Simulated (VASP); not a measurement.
# C (R-3m) in VASP: notebook, part 2 of 2

VASP 6.6.1.

## Step 3: Electric field gradients, PBE

This run uses another cell than the first one, of 8.74 Å³/atom, 1.026 times its volume.

File INCAR:

```
SYSTEM = C
PREC     = Accurate       ! precision mode
ENCUT    = 520            ! plane-wave cutoff, eV
EDIFF    = 1E-8           ! SCF threshold, eV
ISMEAR   = -1             ! smearing method
SIGMA    = 0.03           ! smearing width, eV
LREAL    = .False.        ! projectors in reciprocal space
LASPH    = .True.         ! aspherical terms in the spheres
NELM     = 80             ! most SCF steps
ALGO     = Normal         ! electronic algorithm
ISIF     = 2              ! what is computed and relaxed
LWAVE    = .False.        ! write WAVECAR
LCHARG   = .False.        ! write CHGCAR
GGA      = PE             ! functional
LEFG     = .True.       
NBANDS   = 11             ! bands
```

File KPOINTS:

```
Automatic mesh
0
Gamma
  17 17 17
  0 0 0
```

File POSCAR:

```
C
1.0
    1.2280263465      0.7090013417      3.3470108394
   -1.2280263465      0.7090013417      3.3470108394
    0.0000000000     -1.4180026834      3.3470108394
C
2
Direct
    0.1640000000      0.1640000000      0.1640000000
    0.8360000000      0.8360000000      0.8360000000
```

Potentials or basis: VASP PAW PBE potentials, release 64 (C).

On the command line:

```sh
$ cat potpaw_PBE.64/C/POTCAR > POTCAR
$ mpirun -np 1 vasp_std > vasp.out
```

OUTCAR:

```text
SYSTEM = C
   PREC = Accurate
   ENCUT = 520
   EDIFF = 1E-8
   ISMEAR = -1
   LREAL = .False.
   LASPH = .True.
   NELM = 80
   ISIF = 2
   GGA = PE

 ion  position               nearest neighbor table
   1  0.164  0.164  0.164-   2 1.42   2 1.42   2 1.42
   2  0.836  0.836  0.836-   1 1.42   1 1.42   1 1.42

  LATTYP: Found a trigonal (rhomboedric) cell.
 ALAT       =     3.6349983727
 COS(alpha) =     0.7717362630

  Lattice vectors:

 A1 = (   1.2280263465,   0.7090013417,   3.3470108394)
 A2 = (  -1.2280263465,   0.7090013417,   3.3470108394)
 A3 = (   0.0000000000,  -1.4180026834,   3.3470108394)

Analysis of symmetry for initial positions (statically):
=====================================================================
 Subroutine PRICEL returns:
 Original cell was already a primitive cell.

 Routine SETGRP: Setting up the symmetry group for a
 trigonal (rhombohedral) supercell.

 Subroutine GETGRP returns: Found 12 space group operations
 (whereof 12 operations were pure point group operations)
 out of a pool of 12 trial point group operations.
[... 523 lines left out ...]
    -1.228026347  0.709001342  3.347010839    -0.407157388  0.235072428  0.099591352
     0.000000000 -1.418002683  3.347010839     0.000000000 -0.470144855  0.099591352

 POSITION                                       TOTAL-FORCE (eV/Angst)
 -----------------------------------------------------------------------------------
      0.00000      0.00000      1.64673         0.000000      0.000000      0.868682
      0.00000      0.00000      8.39430         0.000000      0.000000     -0.868682
 -----------------------------------------------------------------------------------
    total drift:                                0.000000     -0.000000      0.000000

  FREE ENERGIE OF THE ION-ELECTRON SYSTEM (eV)
  ---------------------------------------------------
  free  energy   TOTEN  =       -18.3961068338 eV

  energy  without entropy=      -18.3961034146  energy(sigma->0) =      -18.39610512

 Electric field gradients (V/A^2)
---------------------------------------------------------------------
 ion       V_xx      V_yy      V_zz      V_xy      V_xz      V_yz
---------------------------------------------------------------------
   1     -15.645   -15.645    31.291     0.000     0.000    -0.000
   2     -15.645   -15.645    31.291    -0.000     0.000    -0.000
---------------------------------------------------------------------

 Electric field gradients after diagonalization (V/A^2)
 (convention: |V_zz| > |V_xx| > |V_yy|)
----------------------------------------------------------------------
 ion       V_xx      V_yy      V_zz     asymmetry (V_yy - V_xx)/ V_zz
----------------------------------------------------------------------
   1     -15.645   -15.645    31.291       0.000
   2     -15.645   -15.645    31.291       0.000
----------------------------------------------------------------------

           NMR quadrupolar parameters

 Cq : quadrupolar parameter    Cq=e*Q*V_zz/h
 eta: asymmetry parameters     (V_yy - V_xx)/ V_zz
 Q  : nuclear electric quadrupole moment in mb (millibarn)
----------------------------------------------------------------------
 ion       Cq(MHz)       eta       Q (mb)
----------------------------------------------------------------------
   1       0.076       0.000       1.000
   2       0.076       0.000       1.000
----------------------------------------------------------------------
```

OSZICAR:

```text
N       E                     dE             d eps       ncg     rms          rms(c)
DAV:   1     0.613254559180E+01    0.61325E+01   -0.45932E+03 11022   0.668E+02
DAV:   2    -0.190283925534E+02   -0.25161E+02   -0.23917E+02 14186   0.131E+02
DAV:   3    -0.196093372152E+02   -0.58094E+00   -0.57979E+00 13631   0.169E+01
DAV:   4    -0.196113461074E+02   -0.20089E-02   -0.20087E-02 12415   0.121E+00
DAV:   5    -0.196113541431E+02   -0.80357E-05   -0.80356E-05 13735   0.701E-02    0.639E+00
DAV:   6    -0.186854384011E+02    0.92592E+00   -0.78503E-01 12567   0.515E+00    0.373E+00
DAV:   7    -0.183925545794E+02    0.29288E+00   -0.88514E-01 13004   0.551E+00    0.105E+00
DAV:   8    -0.183962030462E+02   -0.36485E-02   -0.20443E-02 12102   0.908E-01    0.117E-01
DAV:   9    -0.183960306268E+02    0.17242E-03   -0.54048E-04 13107   0.149E-01    0.537E-02
DAV:  10    -0.183961066797E+02   -0.76053E-04   -0.13156E-04 12215   0.797E-02    0.268E-02
DAV:  11    -0.183961065757E+02    0.10399E-06   -0.65973E-06 13220   0.147E-02    0.507E-03
DAV:  12    -0.183961068559E+02   -0.28013E-06   -0.53680E-07 12158   0.532E-03    0.806E-04
DAV:  13    -0.183961068453E+02    0.10523E-07   -0.29607E-08 13756   0.114E-03    0.144E-04
DAV:  14    -0.183961068336E+02    0.11701E-07   -0.23550E-09 11898   0.339E-04    0.523E-05
DAV:  15    -0.183961068338E+02   -0.15439E-09   -0.26485E-11  6765   0.386E-05
   1 F= -.18396107E+02 E0= -.18396105E+02  d E =-.341921E-05
```

Wall time 94 s (1 thread of Intel Xeon Platinum 8375C at 2.90GHz (Ice Lake), shared host); peak memory 0.2 GiB.

What came out:

- Free energy: -18.3961 eV
- Pressure: 4.8 GPa
- Largest force: 0.869 eV/Å
- Band gap on the k mesh: 0.39 eV, direct

Forces in eV/Å, atoms in the order of the input:
```
C    0.000  0.000  0.869
C    0.000  0.000 -0.869
```

Electric field gradients, principal values (V/Å²):
| atom | least | middle | greatest (by size) |
| --- | --- | --- | --- |
| 1 C | -15.645 | -15.645 | 31.291 |
| 2 C | -15.645 | -15.645 | 31.291 |

Caveat: without QUAD_EFG the Cq values of the log hold for a quadrupole moment of 1 mb, not for the nuclei. A k mesh can miss the band edges.
